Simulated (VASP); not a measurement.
PbF2:

```
Pb F
1.0
     0.00000    2.95795    2.95795
     2.95795    0.00000    2.95795
     2.95795    2.95795    0.00000
Pb F
1 2
Direct
  0.00000 0.00000 0.00000
  0.75000 0.75000 0.75000
  0.25000 0.25000 0.25000
```

| Property | Result |
| --- | --- |
| Program | VASP 6.6.1 |
| Task | relaxation of cell and atoms |
| Functional | PBE |
| Potentials or basis | VASP PAW PBE potentials, release 64 (Pb_d, F) |
| Cutoff | 600 eV |
| k mesh | 6 × 6 × 6 |
| Occupations | gaussian, width 0.02 eV |
| Spin | no spin polarisation |

At the start: pressure 2.9 GPa; volume 17.25 Å³/atom.

Problem. Where does the relaxation end?

Solution. Over 3 steps the energy falls by 6.1 meV/atom and the volume is 17.95 Å³/atom (+4.0 %); space group Fm-3m (No. 225, to 0.05 Å).

The path:
```tsv
step	energy change (eV)	largest force (eV/Å)	pressure (GPa)	volume (Å³)
1	0.0000	0.0000	2.90	51.76
2	-0.0179	0.0000	-0.35	54.13
3	-0.0182	0.0000	0.01	53.84
```

Final structure:
```xyz
3
Lattice="0.0000 2.9971 2.9971 2.9971 0.0000 2.9971 2.9971 2.9971 0.0000" Properties=species:S:1:pos:R:3 pbc="T T T"
Pb    0.0000    0.0000    0.0000
F     4.4957    4.4957    4.4957
F     1.4986    1.4986    1.4986
```
